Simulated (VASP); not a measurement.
# C (Fd-3m) in VASP: notebook

Runs on C. Level: r2SCAN. Tasks: single point.

All numbers are computed with VASP 6.6.1; they aren't measurements. Logs are shortened: lines on timing, memory, paths and dates and some standing lists are left out, and cuts for length are marked.

## 1. The cell of the first run

It takes space group Fd-3m (No. 227, cubic). The conventional cell has a = 3.560 Å, b = 3.560 Å, c = 3.560 Å, α = 90.00°, β = 90.00°, γ = 90.00°. Within 2.1 Å of C (site symmetry -43m) lie 4 C at 1.54 Å.

## 2. Single point, r2SCAN

Input file POSCAR:

```
C
1.0
    0.0000000000      1.7801241423      1.7801241423
    1.7801241423      0.0000000000      1.7801241423
    1.7801241423      1.7801241423      0.0000000000
C
2
Direct
    0.0000000000      0.0000000000      0.0000000000
    0.2500000000      0.2500000000      0.2500000000
```

Input file INCAR.step1:

```
SYSTEM = C
PREC = Accurate
ENCUT = 1430
ISMEAR = 0
SIGMA = 0.01
LREAL = .FALSE.
LASPH = .TRUE.
NELM = 120
NBANDS = 11
GGA = PE
ALGO = Normal
EDIFF = 1E-5
LWAVE = .TRUE.
LCHARG = .FALSE.
GGA_COMPAT = .FALSE.
```

Input file INCAR.step2:

```
SYSTEM = C
PREC = Accurate
ENCUT = 1430
EDIFF = 1E-6
ISMEAR = 0
SIGMA = 0.01
LREAL = .FALSE.
LASPH = .TRUE.
NELM = 120
ALGO = Normal
ISIF = 2
LWAVE = .FALSE.
LCHARG = .FALSE.
METAGGA = R2SCAN
LMIXTAU = .TRUE.
NBANDS = 11
ISTART = 1
GGA_COMPAT = .FALSE.
```

Input file KPOINTS:

```
regular mesh
0
G
  10 10 10
  0 0 0
```

Potentials or basis: VASP PAW PBE potentials, release 64 (C_h).

The run is started by

```bash
cat potpaw_PBE.64/C_h/POTCAR > POTCAR
cp INCAR.step1 INCAR
mpirun -np 1 vasp_std > vasp.out
cp INCAR.step2 INCAR
mpirun -np 1 vasp_std > vasp.out
```

OUTCAR:

```text
SYSTEM = C
   PREC = Accurate
   ENCUT = 1430
   EDIFF = 1E-6
   ISMEAR = 0
   LREAL = .FALSE.
   LASPH = .TRUE.
   NELM = 120
   ISIF = 2
   METAGGA = R2SCAN
   ISTART = 1

 ion  position               nearest neighbor table
   1  0.000  0.000  0.000-
   2  0.250  0.250  0.250-

  LATTYP: Found a face centered cubic cell.
 ALAT       =     3.5602482846

  Lattice vectors:

 A1 = (   0.0000000000,   1.7801241423,   1.7801241423)
 A2 = (   1.7801241423,   0.0000000000,   1.7801241423)
 A3 = (   1.7801241423,   1.7801241423,   0.0000000000)

Analysis of symmetry for initial positions (statically):
=====================================================================
 Subroutine PRICEL returns:
 Original cell was already a primitive cell.

 Routine SETGRP: Setting up the symmetry group for a
 face centered cubic supercell.

 Subroutine GETGRP returns: Found 48 space group operations
 (whereof 24 operations were pure point group operations)
 out of a pool of 48 trial point group operations.

The static configuration has the point symmetry T_d .
 The point group associated with its full space group is O_h .

Analysis of symmetry for dynamics (positions and initial velocities):
=====================================================================
 Subroutine PRICEL returns:
 Original cell was already a primitive cell.

 Routine SETGRP: Setting up the symmetry group for a
 face centered cubic supercell.

 Subroutine GETGRP returns: Found 48 space group operations
 (whereof 24 operations were pure point group operations)
 out of a pool of 48 trial point group operations.

The dynamic configuration has the point symmetry T_d .
 The point group associated with its full space group is O_h .

 Subroutine INISYM returns: Found 48 space group operations
 (whereof 24 operations are pure point group operations),
 and found     1 'primitive' translations

----------------------------------------------------------------------------------------

                                     Primitive cell

  volume of cell :      11.2819

  direct lattice vectors                    reciprocal lattice vectors
     0.000000000  1.780124142  1.780124142    -0.280879287  0.280879287  0.280879287
     1.780124142  0.000000000  1.780124142     0.280879287 -0.280879287  0.280879287
     1.780124142  1.780124142  0.000000000     0.280879287  0.280879287 -0.280879287

  length of vectors
     2.517475705  2.517475705  2.517475705     0.486497196  0.486497196  0.486497196

  position of ions in fractional coordinates (direct lattice)
     0.000000000  0.000000000  0.000000000
     0.250000000  0.250000000  0.250000000

  ion indices of the primitive-cell ions
   primitive index   ion index
                 1           1
                 2           2

----------------------------------------------------------------------------------------

 KPOINTS: regular mesh

Automatic generation of k-mesh.
 Grid dimensions read from file:
 generate k-points for:   10   10   10

 Generating k-lattice:

  Cartesian coordinates                     Fractional coordinates (reciprocal lattice)
    -0.028087929  0.028087929  0.028087929     0.100000000  0.000000000  0.000000000
     0.028087929 -0.028087929  0.028087929     0.000000000  0.100000000  0.000000000
     0.028087929  0.028087929 -0.028087929     0.000000000  0.000000000  0.100000000

  Length of vectors
     0.048649720  0.048649720  0.048649720

  Shift w.r.t. Gamma in fractional coordinates (k-lattice)
     0.000000000  0.000000000  0.000000000

 Subroutine IBZKPT returns following result:
 ===========================================

 Found     47 irreducible k-points:

 Following reciprocal coordinates:
            Coordinates               Weight
  0.000000  0.000000  0.000000      1.000000
  0.100000  0.000000  0.000000      8.000000
  0.200000  0.000000  0.000000      8.000000
  0.300000  0.000000  0.000000      8.000000
  0.400000  0.000000  0.000000      8.000000
  0.500000  0.000000  0.000000      4.000000
[... 16 lines left out ...]
  0.300000  0.300000  0.000000      6.000000
  0.400000  0.300000  0.000000     24.000000
 [... further k-points ...]
   k-points           NKPTS =     47   k-points in BZ     NKDIM =     47   number of bands    NBANDS=     11
   number of dos      NEDOS =    301   number of ions     NIONS =      2
   total plane-waves  NPLWV =  32768
   dimension x,y,z NGX =    32 NGY =   32 NGZ =   32
   dimension x,y,z NGXF=    64 NGYF=   64 NGZF=   64
   ions per type =               2
   NGX,Y,Z   is equivalent  to a cutoff of  21.13, 21.13, 21.13 a.u.
   NGXF,Y,Z  is equivalent  to a cutoff of  42.26, 42.26, 42.26 a.u.
 SYSTEM =  C
   PREC   = accura    normal or accurate (medium, high low for compatibility)
   ISTART =      1    job   : 0-new  1-cont  2-samecut
   ICHARG =      0    charge: 1-file 2-atom 10-const
   ISPIN  =      1    spin polarized calculation?
   LNONCOLLINEAR =      F non collinear calculations
   LSORBIT =      F    spin-orbit coupling
   LASPH  =      T    aspherical Exc in radial PAW
   ENCUT  = 1430.0 eV 105.10 Ry   10.25 a.u.   7.76  7.76  7.76*2*pi/ulx,y,z
   NELM   =    120;   NELMIN=  2; NELMDL=  0     # of ELM steps
   EDIFF  = 0.1E-05   stopping-criterion for ELM
   LREAL  =      F    real-space projection
   EDIFFG = 0.1E-04   stopping-criterion for IOM
   NSW    =      0    number of steps for IOM
   IBRION =     -1    ionic relax: 0-MD 1-quasi-New 2-CG
   NFREE  =      0    steps in history (QN), initial steepest desc. (CG)
   ISIF   =      2    stress and relaxation
   ISYM   =      2    0-nonsym 1-usesym 2-fastsym
   POTIM  = 0.5000    time-step for ionic-motion
   TEBEG  =    0.0;   TEEND  =   0.0 temperature during run
   PSTRESS=    0.0 pullay stress
   NELECT =       8.0000    total number of electrons
   NUPDOWN=      -1.0000    fix difference up-down
   EMIN   =  10.00;   EMAX   =-10.00  energy-range for DOS
   EFERMI =   0.00;   METHOD = LEGACY
   ISMEAR =     0;   SIGMA  =   0.01  broadening in eV -4-tet -1-fermi 0-gaus
   EFERMI_NEDOS =   21; number of points for ismear=-14 and -15
   IALGO  =     38    algorithm
   IMIX   =      4    mixing-type and parameters
     AMIX     =   0.40;   BMIX     =  1.00
     AMIX_MAG =   1.60;   BMIX_MAG =  1.00
  volume/ion in A,a.u.               =       5.64        38.07
  Fermi-wavevector in a.u.,A,eV,Ry     =   1.459860  2.758735 28.996616  2.131191
  Thomas-Fermi vector in A             =   2.576377
   LORBIT       =      0    0 simple, 1 ext, 2 COOP (PROOUT), +10 PAW based schemes
   METAGGA = R2SCAN    functional components
   LHFCALC =     F    Hartree Fock is set to
   AEXX    =    0.0000 exact exchange contribution
   IVDW    =     0    specifies the selected vdW correction
   LEPSILON=     F    determine dielectric tensor
   LRPA    =     F    only Hartree local field effects (RPA)
 non-spin polarized calculation
 Gauss-broadening in eV      SIGMA  =   0.01
  energy-cutoff  :     1430.00
  volume of cell :       11.28
 maximum number of plane-waves:      1411
   NGX = 15   NGY = 15   NGZ = 15

 number of electron       8.0000000 magnetization

 Free energy of the ion-electron system (eV)
  ---------------------------------------------------
  ext. energy  EPLUGINS =         0.00000000
  ---------------------------------------------------
  free energy    TOTEN  =       -19.72253993 eV

  energy without entropy =      -19.72253993  energy(sigma->0) =      -19.72253993

 E-fermi :  11.1012     XC(G=0): -14.2998

 val. band max:       10.9937043155   @ k =   0.0000   0.0000   0.0000
 cond. band min:      15.4029243219   @ k =   0.4000   0.4000   0.0000
 fundamental gap:      4.4092200064
 Fermi energy:        11.1011528689

 k-point     1 :       0.0000    0.0000    0.0000
  band No.  band energies     occupation
      1     -11.7509      2.00000
      2      10.9937      2.00000
      3      10.9937      2.00000
      4      10.9937      2.00000
      5      16.8882      0.00000
      6      16.8882      0.00000
      7      16.8882      0.00000
      8      24.9774      0.00000
      9      31.4687      0.00000
     10      38.4062      0.00000
     11      38.4062      0.00000

 k-point     2 :       0.1000    0.0000    0.0000
  band No.  band energies     occupation
      1     -11.4609      2.00000
      2       9.1980      2.00000
      3      10.5169      2.00000
      4      10.5169      2.00000
      5      17.5167      0.00000
      6      17.5167      0.00000
      7      17.8997      0.00000
      8      25.2638      0.00000
      9      31.9498      0.00000
     10      35.9569      0.00000
     11      35.9569      0.00000

 k-point     3 :       0.2000    0.0000    0.0000
  band No.  band energies     occupation
      1     -10.5964      2.00000
      2       5.7899      2.00000
      3       9.5834      2.00000
      4       9.5834      2.00000
      5      18.7249      0.00000
      6      18.7249      0.00000
      7      19.1545      0.00000
      8      26.0574      0.00000
      9      32.7684      0.00000
     10      34.4019      0.00000
     11      34.4019      0.00000

 k-point     4 :       0.3000    0.0000    0.0000
  band No.  band energies     occupation
      1      -9.1803      2.00000
      2       2.1979      2.00000
      3       8.7424      2.00000
      4       8.7424      2.00000
      5      19.5960      0.00000
      6      19.5960      0.00000
      7      19.8350      0.00000
      8      27.0118      0.00000
      9      33.0957      0.00000
     10      34.7315      0.00000
     11      34.7315      0.00000
[... 239 lines left out ...]
 k-point    22 :      -0.2000    0.2000    0.0000
  band No.  band energies     occupation
      1      -8.7106      2.00000
      2       3.5354      2.00000
      3       4.6425      2.00000
      4       8.8790      2.00000
      5      19.9795      0.00000
      6      20.0499      0.00000
      7      22.1353      0.00000
      8      25.4643      0.00000
      9      31.8617      0.00000
     10      33.3218      0.00000
     11      36.3108      0.00000

 k-point    23 :       0.3000    0.3000    0.0000
  band No.  band energies     occupation
      1      -8.3218      2.00000
      2       4.4488      2.00000
      3       5.8101      2.00000
      4       5.8101      2.00000
      5      15.4645      0.00000
      6      20.1482      0.00000
      7      24.9571      0.00000
      8      24.9571      0.00000
      9      32.9925      0.00000
     10      35.3488      0.00000
     11      42.8336      0.00000

 k-point    24 :       0.4000    0.3000    0.0000
  band No.  band energies     occupation
      1      -6.9409      2.00000
      2       2.3568      2.00000
      3       4.6596      2.00000
      4       5.3123      2.00000
      5      16.0570      0.00000
      6      19.4640      0.00000
      7      26.0159      0.00000
      8      26.0639      0.00000
      9      34.0502      0.00000
     10      35.3795      0.00000
     11      43.0951      0.00000

 [... further k-points ...]

------------------------ aborting loop because EDIFF is reached ----------------------------------------

  FORCE on cell =-STRESS in cart. coord.  units (eV):
  Direction    XX          YY          ZZ          XY          YZ          ZX
  --------------------------------------------------------------------------------------
  -------------------------------------------------------------------------------------
  Total       -0.0433932     -0.0433932     -0.0433932     -0.0000000     -0.0000000      0.0000000
  in kB       -6.1624237     -6.1624237     -6.1624237     -0.0000000     -0.0000000      0.0000000
  external PRESSURE =      -6.1624237 kB  Pullay stress =       0.0000000 kB

 VOLUME and BASIS-vectors are now :
 -----------------------------------------------------------------------------
  energy-cutoff  :     1430.00
  volume of cell :       11.28
      direct lattice vectors                 reciprocal lattice vectors
     0.000000000  1.780124142  1.780124142    -0.280879287  0.280879287  0.280879287
     1.780124142  0.000000000  1.780124142     0.280879287 -0.280879287  0.280879287
     1.780124142  1.780124142  0.000000000     0.280879287  0.280879287 -0.280879287

 POSITION                                       TOTAL-FORCE (eV/Angst)
 -----------------------------------------------------------------------------------
      0.00000      0.00000      0.00000         0.000000      0.000000      0.000000
      0.89006      0.89006      0.89006        -0.000000     -0.000000     -0.000000
 -----------------------------------------------------------------------------------
    total drift:                               -0.000000      0.000000      0.000000

  FREE ENERGIE OF THE ION-ELECTRON SYSTEM (eV)
  ---------------------------------------------------
  free  energy   TOTEN  =       -19.7225399266 eV

  energy  without entropy=      -19.7225399266  energy(sigma->0) =      -19.72253993
```

Run time: 34 s. Hardware: 1 thread of Intel Xeon Platinum 8375C at 2.90GHz (Ice Lake), shared host; peak memory 0.18 GiB.

What came out:

* Free energy: -19.7225 eV
* Pressure: -0.6 GPa
* Band gap on the k mesh: 4.41 eV (least direct gap 5.89 eV)

Caveat: the PAW data sets were made with another functional, which shifts forces and pressure a little. A k mesh can miss the band edges.

## 3. Single point, r2SCAN (5.81 Å³/atom)

This run uses another cell than the first one, of 5.81 Å³/atom.

Input file POSCAR:

```
C
1.0
    0.0000000000      1.7977502801      1.7977502801
    1.7977502801      0.0000000000      1.7977502801
    1.7977502801      1.7977502801      0.0000000000
C
2
Direct
    0.0000000000      0.0000000000      0.0000000000
    0.2500000000      0.2500000000      0.2500000000
```

Input file INCAR.step1:

```
SYSTEM = C
PREC = Accurate
ENCUT = 1430
ISMEAR = 0
SIGMA = 0.01
LREAL = .False.
LASPH = .True.
NELM = 120
NBANDS = 11
GGA = PE
ALGO = Normal
EDIFF = 1E-5
LWAVE = .True.
LCHARG = .False.
GGA_COMPAT = .False.
```

Input file INCAR.step2:

```
SYSTEM = C
PREC = Accurate
ENCUT = 1430
EDIFF = 1E-6
ISMEAR = 0
SIGMA = 0.01
LREAL = .False.
LASPH = .True.
NELM = 120
ALGO = Normal
ISIF = 2
LWAVE = .False.
LCHARG = .False.
METAGGA = R2SCAN
LMIXTAU = .True.
NBANDS = 11
ISTART = 1
GGA_COMPAT = .False.
```

Input file KPOINTS:

```
regular mesh
0
Gamma
  10 10 10
  0 0 0
```

Potentials or basis: VASP PAW PBE potentials, release 64 (C_h).

The run is started by

```bash
cat potpaw_PBE.64/C_h/POTCAR > POTCAR
cp INCAR.step1 INCAR
mpirun -np 1 vasp_std > vasp.out
cp INCAR.step2 INCAR
mpirun -np 1 vasp_std > vasp.out
```

It took 26 s on 1 thread of Intel Xeon 6975P-C (Granite Rapids), shared host; peak memory 0.18 GiB.

The run converged. Its results:

```yaml
Free_energy: -19.7081 eV
Pressure: -13.2 GPa
Band_gap_on_the_k_mesh: 4.34 eV (least direct gap 5.81 eV)
```

Levels at points of the mesh, in eV from the valence-band top:
| k point | band 1 | band 2 | band 3 | band 4 | band 5 | band 6 | band 7 | band 8 |
| --- | --- | --- | --- | --- | --- | --- | --- | --- |
| (0.00, 0.00, 0.00) | -22.34 | 0.00 | 0.00 | 0.00 | 5.81 | 5.81 | 5.81 | 13.28 |
| (0.50, 0.00, 0.00) | -16.54 | -13.75 | -2.90 | -2.90 | 8.81 | 8.81 | 8.82 | 16.49 |
| (0.50, 0.50, 0.00) | -13.39 | -13.39 | -6.49 | -6.49 | 4.97 | 4.97 | 17.53 | 17.53 |

Caveat: the cell stands under tension; the PAW data sets were made with another functional, which shifts forces and pressure a little.
